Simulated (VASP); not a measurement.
Write the native input for VASP 6.6.1 that does the following.

| Property | Result |
| --- | --- |
| Task | single point |
| Functional | r2SCAN |
| Potentials or basis | VASP PAW PBE potentials, release 64 (Ga_d, N) |
| Cutoff | 520 eV |
| k mesh | 10 × 10 × 10 |
| Occupations | fermi-dirac, width 0.02 eV |
| Spin | no spin polarisation |
| Dipole correction | no |
| Further INCAR settings | ALGO = Normal; EDIFF = 1e-06; NBANDS = 16 |

Crystal: GaN.

```xyz
2
Lattice="-0.0727 2.1201 2.1201 2.1201 -0.0727 2.1201 2.1201 2.1201 -0.0727" Properties=species:S:1:pos:R:3 pbc="T T T"
Ga    0.0000    0.0000    0.0000
N     2.0838    2.0838    2.0838
```

This cell differs from its parent crystal: epitaxial 111 strain +4.0%.

These files were run (other wordings do the same):

POSCAR

```
GaN
1.0
   -0.0727059848      2.1201498589      2.1201498589
    2.1201498589     -0.0727059848      2.1201498589
    2.1201498589      2.1201498589     -0.0727059848
Ga N
1 1
Direct
    0.0000000000      0.0000000000      0.0000000000
    0.5000000000      0.5000000000      0.5000000000
```

INCAR.step1

```
  PREC = Accurate
  ENCUT = 520
  ISMEAR = -1
  SIGMA = 0.02
  LREAL = False
  LASPH = True
  NELM = 80
  NBANDS = 16
  GGA = PE
  ALGO = Normal
  EDIFF = 1E-4
  LWAVE = True
  LCHARG = False
```

INCAR.step2

```
  PREC = Accurate
  ENCUT = 520
  EDIFF = 1E-6
  ISMEAR = -1
  SIGMA = 0.02
  LREAL = False
  LASPH = True
  NELM = 80
  ALGO = Normal
  ISIF = 2
  LWAVE = False
  LCHARG = False
  METAGGA = R2SCAN
  LMIXTAU = True
  NBANDS = 16
  ISTART = 1
```

KPOINTS

```
regular mesh
0
Gamma
  10 10 10
```

Potentials or basis: VASP PAW PBE potentials, release 64 (Ga_d, N).

The run is started by

```bash
$ cat potpaw_PBE.64/Ga_d/POTCAR potpaw_PBE.64/N/POTCAR > POTCAR
$ cp INCAR.step1 INCAR
$ mpirun -np 1 vasp_std > vasp.out
$ cp INCAR.step2 INCAR
$ mpirun -np 1 vasp_std > vasp.out
```

It gave:

| Quantity | Value |
| --- | --- |
| Pressure | -13.1 GPa |
| Band gap on the k mesh | 0.56 eV (least direct gap 2.09 eV) |

Caveat: the cell differs from its parent crystal (epitaxial 111 strain +4.0%); the cell stands under tension; the PAW data sets were made with another functional, which shifts forces and pressure a little.

Run time: 55 s on 1 thread of Intel(R) Xeon(R) 6975P-C (Granite Rapids), on a shared host, peak memory 0.16 GiB.
